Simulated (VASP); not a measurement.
# Si (I4_1/amd) in VASP: a series of runs, part 2 of 2

VASP 6.6.1. The steps go on from the part before.

### 3 Single point, LDA

This run uses another cell than the first one, of the same volume but with other edges.

INCAR

```
SYSTEM = Si
PREC = Accurate
ENCUT = 520
EDIFF = 1E-6
ISMEAR = 0
SIGMA = 0.15
LREAL = .False.
LASPH = .True.
NELM = 60
ALGO = Normal
ISIF = 2
LWAVE = .False.
LCHARG = .False.
NBANDS = 11
```

KPOINTS

```
regular mesh
0
Gamma
  28 28 28
  0 0 0
```

POSCAR

```
Si
1.0
   -2.4150553404      2.4150553404      1.2702549747
    2.4150553404     -2.4150553404      1.2702549747
    2.4150553404      2.4150553404     -1.2702549747
Si
2
Direct
    0.2500000000      0.7500000000      0.5000000000
    0.5000000000      0.5000000000      0.0000000000
```

Potentials or basis: VASP PAW LDA potentials, release 64 (Si).

On the command line:

```sh
$ cat potpaw_LDA.64/Si/POTCAR > POTCAR
$ mpirun -np 1 vasp_std > vasp.out
```

OUTCAR:

```text
SYSTEM = Si
   PREC = Accurate
   ENCUT = 520
   EDIFF = 1E-6
   ISMEAR = 0
   LREAL = .False.
   LASPH = .True.
   NELM = 60
   ISIF = 2

 ion  position               nearest neighbor table
   1  0.250  0.750  0.500-   2 2.50   2 2.50   2 2.50   2 2.50   2 3.08   2 3.08   2 3.08   2 3.08

   2  0.500  0.500  0.000-   1 2.50   1 2.50   1 2.50   1 2.50   1 3.08   1 3.08   1 3.08   1 3.08

  LATTYP: Found a body centered tetragonal cell.
 ALAT       =     4.8301106808
 C/A-ratio  =     0.5259734439

  Lattice vectors:

 A1 = (  -2.4150553404,   2.4150553404,   1.2702549747)
 A2 = (   2.4150553404,  -2.4150553404,   1.2702549747)
 A3 = (   2.4150553404,   2.4150553404,  -1.2702549747)

Analysis of symmetry for initial positions (statically):
=====================================================================
 Subroutine PRICEL returns:
 Original cell was already a primitive cell.

 Routine SETGRP: Setting up the symmetry group for a
 body centered tetragonal supercell.

 Subroutine GETGRP returns: Found 16 space group operations
 (whereof  8 operations were pure point group operations)
 out of a pool of 16 trial point group operations.

The static configuration has the point symmetry D_2d.
 The point group associated with its full space group is D_4h.

Analysis of symmetry for dynamics (positions and initial velocities):
=====================================================================
 Subroutine PRICEL returns:
 Original cell was already a primitive cell.

 Routine SETGRP: Setting up the symmetry group for a
 body centered tetragonal supercell.

 Subroutine GETGRP returns: Found 16 space group operations
 (whereof  8 operations were pure point group operations)
 out of a pool of 16 trial point group operations.

The dynamic configuration has the point symmetry D_2d.
 The point group associated with its full space group is D_4h.

 Subroutine INISYM returns: Found 16 space group operations
 (whereof  8 operations are pure point group operations),
 and found     1 'primitive' translations

[... 124 lines left out ...]
   LRPA    =     F    only Hartree local field effects (RPA)
 non-spin polarized calculation
 Gauss-broadening in eV      SIGMA  =   0.15
  energy-cutoff  :      520.00
  volume of cell :       29.64
 maximum number of plane-waves:       812
   NGX = 13   NGY = 13   NGZ = 13

 number of electron       7.9999999 magnetization

 Free energy of the ion-electron system (eV)
  ---------------------------------------------------
  ext. energy  EPLUGINS =         0.00000000
  ---------------------------------------------------
  free energy    TOTEN  =       -11.49346078 eV

  energy without entropy =      -11.48547886  energy(sigma->0) =      -11.48946982

 E-fermi :   9.4489     XC(G=0): -11.1010

 val. band max:        9.4487017110   @ k =  -0.2500   0.4643   0.2143
 cond. band min:       9.4529076648   @ k =   0.3214   0.2857   0.0000
 fundamental gap:      0.0042059538
 Fermi energy:         9.4488695318

 k-point     1 :       0.0000    0.0000    0.0000
  band No.  band energies     occupation
      1      -4.4755      2.00000
      2       6.6716      2.00000
      3       6.6716      2.00000
      4       6.7785      2.00000
      5      10.8093      0.00000
      6      17.2078      0.00000
      7      18.0125      0.00000
      8      18.0125      0.00000
      9      19.4788      0.00000
     10      19.9515      0.00000
     11      20.6795      0.00000
[... 309 lines left out ...]
 k-point    24 :       0.3214    0.0357    0.0000
  band No.  band energies     occupation
      1      -1.0188      2.00000
      2       6.0539      2.00000
      3       7.1755      2.00000
      4       7.5428      2.00000
      5      10.0115      0.00000
      6      12.3716      0.00000
      7      13.6211      0.00000
      8      14.6333      0.00000
      9      15.9985      0.00000
     10      16.8009      0.00000
     11      21.3705      0.00000

 [... further k-points ...]

------------------------ aborting loop because EDIFF is reached ----------------------------------------

  FORCE on cell =-STRESS in cart. coord.  units (eV):
  Direction    XX          YY          ZZ          XY          YZ          ZX
  --------------------------------------------------------------------------------------
  -------------------------------------------------------------------------------------
  Total       -0.3553204     -0.3553204      0.6845124      0.0000000      0.0000000      0.0000000
  in kB      -19.2099270    -19.2099270     37.0072499      0.0000000      0.0000000      0.0000000
  external PRESSURE =      -0.4708681 kB  Pullay stress =       0.0000000 kB

 VOLUME and BASIS-vectors are now :
 -----------------------------------------------------------------------------
  energy-cutoff  :      520.00
  volume of cell :       29.64
      direct lattice vectors                 reciprocal lattice vectors
    -2.415055340  2.415055340  1.270254975     0.000000000  0.207034593  0.393621761
     2.415055340 -2.415055340  1.270254975     0.207034593  0.000000000  0.393621761
     2.415055340  2.415055340 -1.270254975     0.207034593  0.207034593  0.000000000

 POSITION                                       TOTAL-FORCE (eV/Angst)
 -----------------------------------------------------------------------------------
      2.41506      0.00000      0.63513        -0.000000      0.000000      0.000000
      0.00000      0.00000      1.27025         0.000000     -0.000000     -0.000000
 -----------------------------------------------------------------------------------
    total drift:                                0.000000      0.000000      0.000000

  FREE ENERGIE OF THE ION-ELECTRON SYSTEM (eV)
  ---------------------------------------------------
  free  energy   TOTEN  =       -11.4934607828 eV

  energy  without entropy=      -11.4854788582  energy(sigma->0) =      -11.48946982
```

Wall time 5.8 min (1 thread of Intel Xeon 8259CL, shared host); peak memory 0.48 GiB.

What came out:

| Item | Value |
| --- | --- |
| Free energy | -11.4935 eV |
| Pressure | 0.0 GPa |
| Band gap on the k mesh | zero (bands 4 and 5 overlap by 6.26 eV) |

Levels at points of the mesh, in eV from the Fermi level:
```csv
k point,band 1,band 2,band 3,band 4,band 5,band 6,band 7,band 8,band 9
"(0.00, 0.00, 0.00)",-13.92,-2.78,-2.78,-2.67,1.36,7.76,8.56,8.56,10.03
"(0.50, 0.00, 0.00)",-7.22,-6.67,-2.29,-1.43,-1.43,1.19,4.50,5.49,8.69
"(0.50, 0.50, 0.00)",-10.89,-10.89,0.02,0.02,2.04,2.04,9.59,9.59,10.39
"(0.50, 0.50, 0.50)",-8.65,-8.65,-6.95,-6.95,7.01,7.01,12.42,12.42,13.67
```

Caveat: the stress differs along the axes, from -2 to 4 GPa.

### 4 Single point, LDA

INCAR

```
SYSTEM = Si
PREC = Accurate ; ENCUT = 520
EDIFF = 1E-6 ; ISMEAR = 0
SIGMA = 0.15 ; LREAL = .False.
LASPH = .True. ; NELM = 80
ALGO = Normal ; ISIF = 2
LWAVE = .False. ; LCHARG = .False.
GGA = CA ; NBANDS = 11
```

KPOINTS

```
Automatic mesh
0
Gamma
  28 28 28
  0 0 0
```

POSCAR

```
Si
1.0
   -2.3439826799      2.3439826799      1.3484544529
    2.3439826799     -2.3439826799      1.3484544529
    2.3439826799      2.3439826799     -1.3484544529
Si
2
Direct
    0.2500000000      0.7500000000      0.5000000000
    0.5000000000      0.5000000000      0.0000000000
```

Potentials or basis: VASP PAW LDA potentials, release 64 (Si).

On the command line:

```sh
$ cat potpaw_LDA.64/Si/POTCAR > POTCAR
$ mpirun -np 1 vasp_std > vasp.out
```

OUTCAR:

```text
SYSTEM = Si
   PREC = Accurate
   ENCUT = 520
   EDIFF = 1E-6
   ISMEAR = 0
   LREAL = .False.
   LASPH = .True.
   NELM = 80
   ISIF = 2
   GGA = CA

 ion  position               nearest neighbor table
   1  0.250  0.750  0.500-   2 2.44   2 2.44   2 2.44   2 2.44   2 3.10   2 3.10   2 3.10   2 3.10

   2  0.500  0.500  0.000-   1 2.44   1 2.44   1 2.44   1 2.44   1 3.10   1 3.10   1 3.10   1 3.10

  LATTYP: Found a body centered tetragonal cell.
 ALAT       =     4.6879653598
 C/A-ratio  =     0.5752834543

  Lattice vectors:

 A1 = (  -2.3439826799,   2.3439826799,   1.3484544529)
 A2 = (   2.3439826799,  -2.3439826799,   1.3484544529)
 A3 = (   2.3439826799,   2.3439826799,  -1.3484544529)

Analysis of symmetry for initial positions (statically):
=====================================================================
 Subroutine PRICEL returns:
 Original cell was already a primitive cell.

 Routine SETGRP: Setting up the symmetry group for a
 body centered tetragonal supercell.

 Subroutine GETGRP returns: Found 16 space group operations
 (whereof  8 operations were pure point group operations)
 out of a pool of 16 trial point group operations.
[... 176 lines left out ...]
      3       7.1723      2.00000
      4       8.1077      2.00000
      5      11.1150      0.00000
      6      16.7632      0.00000
      7      18.0325      0.00000
      8      18.6938      0.00000
      9      18.6938      0.00000
     10      19.8187      0.00000
     11      20.1712      0.00000
[... 309 lines left out ...]
 k-point    24 :       0.3214    0.0357    0.0000
  band No.  band energies     occupation
      1      -1.3072      2.00000
      2       5.8912      2.00000
      3       6.9379      2.00000
      4       7.5267      2.00000
      5       9.7202      0.02201
      6      11.8025      0.00000
      7      13.8552      0.00000
      8      15.0615      0.00000
      9      16.3624      0.00000
     10      17.1555      0.00000
     11      22.5485      0.00000

 [... further k-points ...]

------------------------ aborting loop because EDIFF is reached ----------------------------------------

  FORCE on cell =-STRESS in cart. coord.  units (eV):
  Direction    XX          YY          ZZ          XY          YZ          ZX
  --------------------------------------------------------------------------------------
  -------------------------------------------------------------------------------------
  Total        0.4061442      0.4061442     -0.3900587      0.0000000      0.0000000      0.0000000
  in kB       21.9576434     21.9576434    -21.0880065      0.0000000      0.0000000      0.0000000
  external PRESSURE =       7.6090934 kB  Pullay stress =       0.0000000 kB

 VOLUME and BASIS-vectors are now :
 -----------------------------------------------------------------------------
  energy-cutoff  :      520.00
  volume of cell :       29.64
      direct lattice vectors                 reciprocal lattice vectors
    -2.343982680  2.343982680  1.348454453     0.000000000  0.213312156  0.370794875
     2.343982680 -2.343982680  1.348454453     0.213312156  0.000000000  0.370794875
     2.343982680  2.343982680 -1.348454453     0.213312156  0.213312156  0.000000000

 POSITION                                       TOTAL-FORCE (eV/Angst)
 -----------------------------------------------------------------------------------
      2.34398      0.00000      0.67423        -0.000000      0.000000      0.000000
      0.00000      0.00000      1.34845         0.000000     -0.000000     -0.000000
 -----------------------------------------------------------------------------------
    total drift:                                0.000000      0.000000      0.000000

  FREE ENERGIE OF THE ION-ELECTRON SYSTEM (eV)
  ---------------------------------------------------
  free  energy   TOTEN  =       -11.4940820787 eV

  energy  without entropy=      -11.4865804633  energy(sigma->0) =      -11.49033127
```

Run time: 6.2 min. Hardware: 1 thread of Intel Xeon 8259CL, shared host; peak memory 0.49 GiB.

Results:

```
Free energy            : -11.4941 eV
Pressure               : 0.8 GPa
Band gap on the k mesh : zero (bands 4 and 5 overlap by 7.22 eV)
```

### 5 The runs side by side

| cell | gap on the mesh (eV) | pressure (GPa) |
| --- | --- | --- |
| a = 3.548 Å, angles 98.8, 98.8, 133.8°, 2 atoms | none | 2.1 |
| a = 3.644 Å, angles 97.0, 97.0, 139.2°, 2 atoms | none | 0.0 |
| a = 3.579 Å, angles 98.2, 98.2, 135.7°, 2 atoms | none | 0.8 |

Alike in all rows: task single point; level LDA; potentials or basis VASP PAW LDA potentials, release 64 (Si); no spin polarisation; k mesh 28 × 28 × 28; cutoff (eV) 520; smearing gaussian 0.15 eV.

Caveats: the stress differs along the axes, from -3 to 5 GPa (at least some runs); the stress differs along the axes, from -2 to 4 GPa (at least some runs).

Total energies depend on the potentials used, so only differences within one code and one set of settings carry meaning.
